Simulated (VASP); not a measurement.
HfN: single point with LDA

The system is HfN.

```
Hf N
1.0
     0.00000    2.25600    2.25600
     2.25600    0.00000    2.25600
     2.25600    2.25600    0.00000
Hf N
1 1
Direct
  0.94000 0.94000 0.06000
  0.56000 0.56000 0.44000
```

This cell differs from its parent crystal: shortest bond scaled by 0.76.

* Program: VASP 6.6.1
* Task: single point
* Functional: LDA
* Potentials or basis: VASP PAW LDA potentials, release 64 (Hf_pv, N)
* Cutoff: 520 eV
* k mesh: 9 × 9 × 9
* Occupations: fermi-dirac, width 0.03 eV
* Spin: no spin polarisation

```yaml
Pressure: 38.5 GPa
Largest_force: 10.984 eV/Å
```

Forces on the atoms (eV/Å):
```
Hf    0.000   0.000  10.984
N     0.000   0.000 -10.984
```

Stress tensor (GPa, compression positive):
```
 -6.84   0.00   0.00
  0.00  -6.84   0.00
  0.00   0.00 129.15
```

Levels at points of the mesh, in eV from the Fermi level:
```tsv
k point	band 6	band 7	band 8	band 9	band 10	band 11
(0.00, 0.00, 0.00)	-5.38	-4.90	-0.05	1.41	2.24	2.89
```

It took 15 s on 1 thread of AMD EPYC 7R13 Processor (Zen 3) (shared host), peak memory 0.11 GiB.

Caveat: the cell differs from its parent crystal (shortest bond scaled by 0.76); spin-orbit coupling is left out, which moves the levels of the heavy elements; forces of over 1 eV/Å act on the atoms, so gaps and moduli don't describe the material at rest.
